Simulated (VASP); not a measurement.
# HgTe (Fm-3m) in VASP: further runs

Aim: see how the results for HgTe move with the level of theory and the settings. Levels: PBE, PBE-based screened hybrid with 25 % exact exchange, HSE06, PBEsol+D3(BJ). Tasks: single point.

Program: VASP 6.6.1. These are calculated values, not measurements. Logs are shortened: lines on timing, memory, paths and dates and some standing lists are left out, and cuts for length are marked.

## Step 1: The cell of the first run

Symmetry: Fm-3m, No. 225, cubic system. Conventional cell: a = 6.360 Å, b = 6.360 Å, c = 6.360 Å, α = 90.00°, β = 90.00°, γ = 90.00°. Within 4.2 Å of Hg (site symmetry m-3m) lie 6 Te at 3.18 Å. Within 4.2 Å of Te (site symmetry m-3m) lie 6 Hg at 3.18 Å.

## Step 2: Single point, PBE

INCAR reads:

```
SYSTEM = HgTe
  PREC = Accurate
  ENCUT = 500
  EDIFF = 1E-6
  ISMEAR = 0
  SIGMA = 0.024
  LREAL = .FALSE.
  LASPH = .TRUE.
  NELM = 120
  ALGO = Normal
  ISIF = 2
  LWAVE = .FALSE.
  LCHARG = .FALSE.
  GGA = PE
  NBANDS = 16
  GGA_COMPAT = .FALSE.
```

KPOINTS reads:

```
Automatic mesh
0
G
  7 7 7
  0 0 0
```

POSCAR reads:

```
HgTe
1.0
    0.0000000000      3.1800000000      3.1800000000
    3.1800000000      0.0000000000      3.1800000000
    3.1800000000      3.1800000000      0.0000000000
Hg Te
1 1
Direct
    0.0000000000      0.0000000000      0.0000000000
    0.5000000000      0.5000000000      0.5000000000
```

Potentials or basis: VASP PAW PBE potentials, release 64 (Hg, Te).

Command:

```bash
$ cat potpaw_PBE.64/Hg/POTCAR potpaw_PBE.64/Te/POTCAR > POTCAR
$ mpirun -np 1 vasp_std > vasp.out
```

OUTCAR:

```text
SYSTEM = HgTe
   PREC = Accurate
   ENCUT = 500
   EDIFF = 1E-6
   ISMEAR = 0
   LREAL = .FALSE.
   LASPH = .TRUE.
   NELM = 120
   ISIF = 2
   GGA = PE

 ion  position               nearest neighbor table
   1  0.000  0.000  0.000-   2 3.18   2 3.18   2 3.18   2 3.18   2 3.18   2 3.18
   2  0.500  0.500  0.500-   1 3.18   1 3.18   1 3.18   1 3.18   1 3.18   1 3.18

  LATTYP: Found a face centered cubic cell.
 ALAT       =     6.3600000000

  Lattice vectors:

 A1 = (   0.0000000000,   3.1800000000,   3.1800000000)
 A2 = (   3.1800000000,   0.0000000000,   3.1800000000)
 A3 = (   3.1800000000,   3.1800000000,   0.0000000000)

Analysis of symmetry for initial positions (statically):
=====================================================================
 Subroutine PRICEL returns:
 Original cell was already a primitive cell.

 Routine SETGRP: Setting up the symmetry group for a
 face centered cubic supercell.

 Subroutine GETGRP returns: Found 48 space group operations
 (whereof 48 operations were pure point group operations)
 out of a pool of 48 trial point group operations.

The static configuration has the point symmetry O_h .

Analysis of symmetry for dynamics (positions and initial velocities):
=====================================================================
 Subroutine PRICEL returns:
 Original cell was already a primitive cell.

 Routine SETGRP: Setting up the symmetry group for a
 face centered cubic supercell.

 Subroutine GETGRP returns: Found 48 space group operations
 (whereof 48 operations were pure point group operations)
 out of a pool of 48 trial point group operations.

The dynamic configuration has the point symmetry O_h .

 Subroutine INISYM returns: Found 48 space group operations
 (whereof 48 operations are pure point group operations),
 and found     1 'primitive' translations

----------------------------------------------------------------------------------------

                                     Primitive cell

  volume of cell :      64.3149

  direct lattice vectors                    reciprocal lattice vectors
     0.000000000  3.180000000  3.180000000    -0.157232704  0.157232704  0.157232704
     3.180000000  0.000000000  3.180000000     0.157232704 -0.157232704  0.157232704
     3.180000000  3.180000000  0.000000000     0.157232704  0.157232704 -0.157232704

  length of vectors
     4.497199128  4.497199128  4.497199128     0.272335033  0.272335033  0.272335033

  position of ions in fractional coordinates (direct lattice)
     0.000000000  0.000000000  0.000000000
     0.500000000  0.500000000  0.500000000

[... 73 lines left out ...]
   EDIFFG = 0.1E-04   stopping-criterion for IOM
   NSW    =      0    number of steps for IOM
   IBRION =     -1    ionic relax: 0-MD 1-quasi-New 2-CG
   NFREE  =      0    steps in history (QN), initial steepest desc. (CG)
   ISIF   =      2    stress and relaxation
   ISYM   =      2    0-nonsym 1-usesym 2-fastsym
   POTIM  = 0.5000    time-step for ionic-motion
   TEBEG  =    0.0;   TEEND  =   0.0 temperature during run
   PSTRESS=    0.0 pullay stress
   NELECT =      18.0000    total number of electrons
   NUPDOWN=      -1.0000    fix difference up-down
   EMIN   =  10.00;   EMAX   =-10.00  energy-range for DOS
   EFERMI =   0.00;   METHOD = LEGACY
   ISMEAR =     0;   SIGMA  =   0.02  broadening in eV -4-tet -1-fermi 0-gaus
   EFERMI_NEDOS =   21; number of points for ismear=-14 and -15
   IALGO  =     38    algorithm
   IMIX   =      4    mixing-type and parameters
     AMIX     =   0.40;   BMIX     =  1.00
     AMIX_MAG =   1.60;   BMIX_MAG =  1.00
  volume/ion in A,a.u.               =      32.16       217.01
  Fermi-wavevector in a.u.,A,eV,Ry     =   1.070850  2.023613 15.602062  1.146719
  Thomas-Fermi vector in A             =   2.206572
   LORBIT       =      0    0 simple, 1 ext, 2 COOP (PROOUT), +10 PAW based schemes
   GGA     = PE    functional components
   LHFCALC =     F    Hartree Fock is set to
   AEXX    =    0.0000 exact exchange contribution
   IVDW    =     0    specifies the selected vdW correction
   LEPSILON=     F    determine dielectric tensor
   LRPA    =     F    only Hartree local field effects (RPA)
 non-spin polarized calculation
 Gauss-broadening in eV      SIGMA  =   0.02
  energy-cutoff  :      500.00
  volume of cell :       64.31
 maximum number of plane-waves:      1647
 NGX is ok and might be reduce to    36
   NGX = 17   NGY = 17   NGZ = 17

 number of electron      17.9999998 magnetization

 Free energy of the ion-electron system (eV)
  ---------------------------------------------------
  ext. energy  EPLUGINS =         0.00000000
  ---------------------------------------------------
  free energy    TOTEN  =        -3.27929055 eV

  energy without entropy =       -3.27891321  energy(sigma->0) =       -3.27910188

 E-fermi :   3.1029     XC(G=0):  -9.2807

 val. band max:        3.0915019424   @ k =  -0.1429   0.1429   0.0000
 cond. band min:       3.1997278125   @ k =   0.4286   0.0000   0.0000
 fundamental gap:      0.1082258701
 Fermi energy:         3.1029484126

 k-point     1 :       0.0000    0.0000    0.0000
  band No.  band energies     occupation
      1      -8.1721      2.00000
      2      -3.1988      2.00000
      3      -3.1988      2.00000
      4      -3.1488      2.00000
      5      -3.1488      2.00000
      6      -3.1488      2.00000
[... 357 lines left out ...]
      3      -3.1831      2.00000
      4      -3.1196      2.00000
      5      -2.9917      2.00000
      6      -2.7815      2.00000
[... 8 lines left out ...]
     15      13.1182      0.00000
     16      15.2424      0.00000

------------------------ aborting loop because EDIFF is reached ----------------------------------------

  FORCE on cell =-STRESS in cart. coord.  units (eV):
  Direction    XX          YY          ZZ          XY          YZ          ZX
  --------------------------------------------------------------------------------------
  -------------------------------------------------------------------------------------
  Total       -1.4815534     -1.4815534     -1.4815534     -0.0000000     -0.0000000      0.0000000
  in kB      -36.9076627    -36.9076627    -36.9076627     -0.0000000     -0.0000000      0.0000000
  external PRESSURE =     -36.9076627 kB  Pullay stress =       0.0000000 kB

 VOLUME and BASIS-vectors are now :
 -----------------------------------------------------------------------------
  energy-cutoff  :      500.00
  volume of cell :       64.31
      direct lattice vectors                 reciprocal lattice vectors
     0.000000000  3.180000000  3.180000000    -0.157232704  0.157232704  0.157232704
     3.180000000  0.000000000  3.180000000     0.157232704 -0.157232704  0.157232704
     3.180000000  3.180000000  0.000000000     0.157232704  0.157232704 -0.157232704

 POSITION                                       TOTAL-FORCE (eV/Angst)
 -----------------------------------------------------------------------------------
      0.00000      0.00000      0.00000         0.000000      0.000000      0.000000
      3.18000      3.18000      3.18000        -0.000000     -0.000000     -0.000000
 -----------------------------------------------------------------------------------
    total drift:                               -0.000000      0.000000      0.000000

  FREE ENERGIE OF THE ION-ELECTRON SYSTEM (eV)
  ---------------------------------------------------
  free  energy   TOTEN  =        -3.2792905494 eV

  energy  without entropy=       -3.2789132073  energy(sigma->0) =       -3.27910188
```

OSZICAR:

```text
N       E                     dE             d eps       ncg     rms          rms(c)
DAV:   1     0.978938896865E+02    0.97894E+02   -0.78247E+03   648   0.944E+02
DAV:   2    -0.103837845131E+00   -0.97998E+02   -0.91431E+02   760   0.222E+02
DAV:   3    -0.343669730087E+01   -0.33329E+01   -0.33249E+01   784   0.413E+01
DAV:   4    -0.346086179041E+01   -0.24164E-01   -0.24163E-01   920   0.333E+00
DAV:   5    -0.346094852879E+01   -0.86738E-04   -0.86738E-04   824   0.160E-01    0.518E+00
DAV:   6    -0.328343293923E+01    0.17752E+00   -0.37235E-01   736   0.700E+00    0.428E+00
DAV:   7    -0.327963252902E+01    0.38004E-02   -0.50919E-02   744   0.151E+00    0.181E+00
DAV:   8    -0.327923353395E+01    0.39900E-03   -0.42754E-03   760   0.691E-01    0.338E-01
DAV:   9    -0.327926119733E+01   -0.27663E-04   -0.45104E-04   808   0.185E-01    0.411E-02
DAV:  10    -0.327928325771E+01   -0.22060E-04   -0.44377E-05   792   0.545E-02    0.288E-02
DAV:  11    -0.327929061150E+01   -0.73538E-05   -0.10173E-05   784   0.213E-02    0.112E-02
DAV:  12    -0.327929054942E+01    0.62077E-07   -0.89351E-07   520   0.680E-03
   1 F= -.32792905E+01 E0= -.32791019E+01  d E =-.377342E-03
```

stdout:

```text
POSCAR found type information on POSCAR HgTe
 POSCAR found :  2 types and       2 ions
 scaLAPACK will be used
 LDA part: xc-table for (Slater+PW92), standard interpolation
 POSCAR, INCAR and KPOINTS ok, starting setup
 FFT: planning ... GRIDC
 FFT: planning ... GRID_SOFT
 FFT: planning ... GRID
 WAVECAR not read
 entering main loop
```

It took 15 s on 1 thread of Intel Xeon 6975P-C (Granite Rapids), shared host; peak memory 0.19 GiB.

Results:

- Free energy: -3.2793 eV
- Pressure: -3.7 GPa
- Band gap on the k mesh: zero (bands 9 and 10 overlap by 1.91 eV)

Caveat: the cell stands under tension; spin-orbit coupling is left out, which moves the levels of the heavy elements.

## Step 3: Single point, PBE-based screened hybrid with 25 % exact exchange

POSCAR is that of step 2.

INCAR.step1 reads:

```
SYSTEM = HgTe
PREC     = Accurate       ! precision mode
ENCUT    = 520            ! plane-wave cutoff, eV
EDIFF    = 1E-5           ! SCF threshold, eV
ISMEAR   = -1             ! smearing method
SIGMA    = 0.05           ! smearing width, eV
LREAL    = .False.        ! projectors in reciprocal space
LASPH    = .True.         ! aspherical terms in the spheres
NELM     = 80             ! most SCF steps
ALGO     = Normal         ! electronic algorithm
ISIF     = 2              ! what is computed and relaxed
LWAVE    = .True.         ! write WAVECAR
GGA      = PE             ! functional
NBANDS   = 16             ! bands
```

INCAR.step2 reads:

```
SYSTEM = HgTe
PREC     = Accurate       ! precision mode
ENCUT    = 520            ! plane-wave cutoff, eV
EDIFF    = 1E-7           ! SCF threshold, eV
ISMEAR   = -1             ! smearing method
SIGMA    = 0.05           ! smearing width, eV
LREAL    = .False.        ! projectors in reciprocal space
LASPH    = .True.         ! aspherical terms in the spheres
NELM     = 80             ! most SCF steps
ALGO     = Normal         ! electronic algorithm
ISIF     = 2              ! what is computed and relaxed
LWAVE    = .False.        ! write WAVECAR
LCHARG   = .True.         ! write CHGCAR
GGA      = PE             ! functional
LHFCALC  = .True.         ! exact exchange
AEXX     = 0.25           ! exact-exchange fraction
HFSCREEN = 0.3            ! screening, 1/A
PRECFOCK = Normal       
LELF     = .True.         ! ELF
LVHAR    = .True.       
ISTART   = 1            
NBANDS   = 16             ! bands
```

KPOINTS reads:

```
regular mesh
0
Gamma
  4 4 4
  0 0 0
```

Potentials or basis: VASP PAW PBE potentials, release 64 (Hg, Te).

Command:

```bash
$ cat potpaw_PBE.64/Hg/POTCAR potpaw_PBE.64/Te/POTCAR > POTCAR
$ cp INCAR.step1 INCAR
$ mpirun -np 1 vasp_std > vasp.out
$ cp INCAR.step2 INCAR
$ mpirun -np 1 vasp_std > vasp.out
```

OUTCAR:

```text
SYSTEM = HgTe
   PREC = Accurate
   ENCUT = 520
   EDIFF = 1E-7
   ISMEAR = -1
   LREAL = .False.
   LASPH = .True.
   NELM = 80
   ISIF = 2
   GGA = PE
   LHFCALC = .True.
   AEXX = 0.25
   HFSCREEN = 0.3
   PRECFOCK = Normal
   ISTART = 1

 ion  position               nearest neighbor table
   1  0.000  0.000  0.000-   2 3.18   2 3.18   2 3.18   2 3.18   2 3.18   2 3.18
   2  0.500  0.500  0.500-   1 3.18   1 3.18   1 3.18   1 3.18   1 3.18   1 3.18

[... 332 lines left out ...]

------------------------ aborting loop because EDIFF is reached ----------------------------------------

  FORCE on cell =-STRESS in cart. coord.  units (eV):
  Direction    XX          YY          ZZ          XY          YZ          ZX
  --------------------------------------------------------------------------------------
  -------------------------------------------------------------------------------------
  Total       -1.6612436     -1.6612436     -1.6612436     -0.0000000      0.0000000      0.0000000
  in kB      -41.3840069    -41.3840069    -41.3840069     -0.0000000      0.0000000      0.0000000
  external PRESSURE =     -41.3840069 kB  Pullay stress =       0.0000000 kB

 VOLUME and BASIS-vectors are now :
 -----------------------------------------------------------------------------
  energy-cutoff  :      520.00
  volume of cell :       64.31
      direct lattice vectors                 reciprocal lattice vectors
     0.000000000  3.180000000  3.180000000    -0.157232704  0.157232704  0.157232704
     3.180000000  0.000000000  3.180000000     0.157232704 -0.157232704  0.157232704
     3.180000000  3.180000000  0.000000000     0.157232704  0.157232704 -0.157232704

 POSITION                                       TOTAL-FORCE (eV/Angst)
 -----------------------------------------------------------------------------------
      0.00000      0.00000      0.00000         0.000000      0.000000      0.000000
      3.18000      3.18000      3.18000        -0.000000     -0.000000     -0.000000
 -----------------------------------------------------------------------------------
    total drift:                                0.000004      0.000005      0.000005

  FREE ENERGIE OF THE ION-ELECTRON SYSTEM (eV)
  ---------------------------------------------------
  free  energy   TOTEN  =        -3.9109485040 eV

  energy  without entropy=       -3.8992766067  energy(sigma->0) =       -3.90511256
```

OUTCAR.step1:

```text
SYSTEM = HgTe
   PREC = Accurate
   ENCUT = 520
   EDIFF = 1E-5
   ISMEAR = -1
   LREAL = .False.
[... 355 lines left out ...]
      0.00000      0.00000      0.00000         0.000000      0.000000     -0.000000
      3.18000      3.18000      3.18000         0.000000     -0.000000      0.000000
 -----------------------------------------------------------------------------------
    total drift:                               -0.000000      0.000000      0.000000

  FREE ENERGIE OF THE ION-ELECTRON SYSTEM (eV)
  ---------------------------------------------------
  free  energy   TOTEN  =        -3.1368157883 eV

  energy  without entropy=       -3.1202360280  energy(sigma->0) =       -3.12852591
```

OSZICAR.step1:

```text
N       E                     dE             d eps       ncg     rms          rms(c)
DAV:   1     0.101634211407E+03    0.10163E+03   -0.78135E+03   256   0.962E+02
DAV:   2     0.160668758027E+00   -0.10147E+03   -0.95196E+02   288   0.222E+02
DAV:   3    -0.336083691084E+01   -0.35215E+01   -0.35125E+01   352   0.420E+01
DAV:   4    -0.338694249311E+01   -0.26106E-01   -0.26105E-01   344   0.345E+00
DAV:   5    -0.338711628336E+01   -0.17379E-03   -0.17379E-03   352   0.205E-01    0.519E+00
DAV:   6    -0.314506559313E+01    0.24205E+00   -0.44844E-01   272   0.757E+00    0.447E+00
DAV:   7    -0.313707359802E+01    0.79920E-02   -0.69976E-02   304   0.175E+00    0.185E+00
DAV:   8    -0.313675421357E+01    0.31938E-03   -0.61847E-03   288   0.820E-01    0.449E-01
DAV:   9    -0.313678346832E+01   -0.29255E-04   -0.62852E-04   304   0.221E-01    0.494E-02
DAV:  10    -0.313680600902E+01   -0.22541E-04   -0.69128E-05   312   0.687E-02    0.312E-02
DAV:  11    -0.313681578826E+01   -0.97792E-05   -0.11137E-05   256   0.225E-02
   1 F= -.31368158E+01 E0= -.31285259E+01  d E =-.165798E-01
```

Wall time 14 min (1 thread of Intel Xeon Platinum 8488C (Sapphire Rapids), shared host); peak memory 0.32 GiB.

Results:

* Free energy: -3.9109 eV
* Pressure: -4.1 GPa
* Band gap on the k mesh: zero (bands 9 and 10 overlap by 2.10 eV)

Caveat: the k points lie up to 0.43 Å⁻¹ apart, too coarse for converged energies and pressures of a metal; the PAW data sets were made with another functional, which shifts forces and pressure a little; spin-orbit coupling is left out, which moves the levels of the heavy elements.

## Step 4: Single point, HSE06, non-collinear spin, zero start, spin-orbit coupling

POSCAR is that of step 3.

INCAR.step1 reads:

```
PREC = Accurate ; ENCUT = 520
EDIFF = 1E-5 ; ISMEAR = -1
SIGMA = 0.05 ; LREAL = F
LASPH = T ; NELM = 150
ALGO = Normal ; ISIF = 2
LWAVE = T ; LCHARG = F
MAGMOM = 0 0 0 0 0 0 ; LORBIT = 11
LSORBIT = T ; GGA_COMPAT = F
LORBMOM = T ; GGA = PE
NBANDS = 30
```

INCAR.step2 reads:

```
PREC = Accurate ; ENCUT = 520
EDIFF = 1E-7 ; ISMEAR = -1
SIGMA = 0.05 ; LREAL = F
LASPH = T ; NELM = 150
ALGO = Normal ; ISIF = 2
LWAVE = F ; LCHARG = F
MAGMOM = 0 0 0 0 0 0 ; LORBIT = 11
LSORBIT = T ; GGA_COMPAT = F
LORBMOM = T ; GGA = PE
LHFCALC = T ; HFSCREEN = 0.2079
PRECFOCK = Normal ; ISTART = 1
NBANDS = 30
```

KPOINTS reads:

```
Automatic mesh
0
Gamma
  3 3 3
```

Command:

```bash
$ cat potpaw_PBE.64/Hg/POTCAR potpaw_PBE.64/Te/POTCAR > POTCAR
$ cp INCAR.step1 INCAR
$ mpirun -np 1 vasp_ncl > vasp.out
$ cp INCAR.step2 INCAR
$ mpirun -np 1 vasp_ncl > vasp.out
```

Wall time 20 min (1 thread of Intel Xeon Platinum 8488C (Sapphire Rapids), shared host); peak memory 0.5 GiB.

Results (log left out):

| Quantity | Value |
| --- | --- |
| Free energy | -4.2653 eV |
| Pressure | -3.8 GPa |
| Net moment | 0.00 μB per cell |
| Valence electrons inside the program's atomic spheres | Hg 10.38; Te 3.35 |

Moments on the atoms (μB; x, y, z):
```
Hg  0.00 0.00 0.00
Te  0.00 0.00 0.00
```

Caveat: the k points lie up to 0.57 Å⁻¹ apart; the PAW data sets were made with another functional, which shifts forces and pressure a little.

(Part 1 of 2 ends here.)
